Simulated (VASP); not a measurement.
CdPd: single point with LDA

CdPd:

```xyz
2
Lattice="2.9689 0.0000 0.0000 0.0000 2.9689 0.0000 0.0000 0.0000 3.6136" Properties=species:S:1:pos:R:3 pbc="T T T"
Cd    0.0000    0.0000    0.0000
Pd    1.4844    1.4844    1.8068
```

* Program: VASP 6.6.1
* Task: single point
* Functional: LDA
* Potentials or basis: VASP PAW LDA potentials, release 64 (Cd, Pd)
* Cutoff: 520 eV
* k mesh: 14 × 14 × 12
* Occupations: fermi-dirac, width 0.15 eV
* Spin: no spin polarisation
* Dipole correction: no
* Further INCAR settings: ALGO = Fast; EDIFF = 1e-07; NBANDS = 18

The pressure is 1.6 GPa and the band gap on the k mesh is zero (bands 11 and 12 overlap by 5.80 eV).

Stress tensor (GPa, compression positive):
```
1.50 0.00 0.00
0.00 1.50 0.00
0.00 0.00 1.66
```

Levels at points of the mesh, in eV from the Fermi level:
| k point | band 7 | band 8 | band 9 | band 10 | band 11 | band 12 | band 13 | band 14 | band 15 | band 16 |
| --- | --- | --- | --- | --- | --- | --- | --- | --- | --- | --- |
| (0.00, 0.00, 0.00) | -3.75 | -3.29 | -1.76 | -1.76 | -1.45 | 2.87 | 8.48 | 8.48 | 9.44 | 15.37 |
| (0.50, 0.00, 0.00) | -3.68 | -3.67 | -3.46 | -2.56 | -2.02 | 0.34 | 10.35 | 10.40 | 10.68 | 12.07 |
| (0.50, 0.50, 0.00) | -2.23 | -2.22 | -2.22 | -0.80 | -0.07 | -0.07 | 5.19 | 5.83 | 10.52 | 11.51 |
| (0.00, 0.00, 0.50) | -5.62 | -4.05 | -2.49 | -2.49 | -1.87 | -1.56 | 13.37 | 13.37 | 14.14 | 14.19 |
| (0.50, 0.00, 0.50) | -3.37 | -2.01 | -1.78 | -1.53 | -1.50 | -0.86 | 3.44 | 4.01 | 14.36 | 14.73 |
| (0.50, 0.50, 0.50) | -4.33 | -4.33 | -1.71 | -0.79 | 4.06 | 5.78 | 5.78 | 5.85 | 5.85 | 6.37 |

Wall time 120 s on 1 thread of Intel Xeon 8259CL, with other jobs on the host, peak memory 0.26 GiB.
